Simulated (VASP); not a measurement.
A run of VASP 6.6.1 is set up as follows.

The input POSCAR:

```
Rh
1.0
   -1.5350999966      1.5350999966      1.5350999966
    1.5350999966     -1.5350999966      1.5350999966
    1.5350999966      1.5350999966     -1.5350999966
Rh
1
Direct
    0.0000000000      0.0000000000      0.0000000000
```

Contents of INCAR.step1:

```
SYSTEM = Rh
PREC = Accurate
ENCUT = 550
ISMEAR = 0
SIGMA = 0.05
LREAL = .False.
LASPH = .True.
NELM = 120
NBANDS = 14
GGA = PE
ALGO = Normal
EDIFF = 1E-5
LWAVE = .True.
LCHARG = .False.
GGA_COMPAT = .False.
```

INCAR.step2

```
SYSTEM = Rh
PREC = Accurate
ENCUT = 550
EDIFF = 1E-6
ISMEAR = 0
SIGMA = 0.05
LREAL = .False.
LASPH = .True.
NELM = 120
ALGO = Normal
ISIF = 2
LWAVE = .False.
LCHARG = .False.
METAGGA = R2SCAN
LMIXTAU = .True.
NBANDS = 14
ISTART = 1
GGA_COMPAT = .False.
```

KPOINTS

```
regular mesh
0
Gamma
  20 20 20
  0 0 0
```

Potentials or basis: VASP PAW PBE potentials, release 64 (Rh_pv).

The run is started by

```sh
$ cat potpaw_PBE.64/Rh_pv/POTCAR > POTCAR
$ cp INCAR.step1 INCAR
$ mpirun -np 1 vasp_std > vasp.out
$ cp INCAR.step2 INCAR
$ mpirun -np 1 vasp_std > vasp.out
```

(1) Estimate the pressure.

Results:

(1) -5.2 GPa.

Caveat: the PAW data sets were made with another functional, which shifts forces and pressure a little.
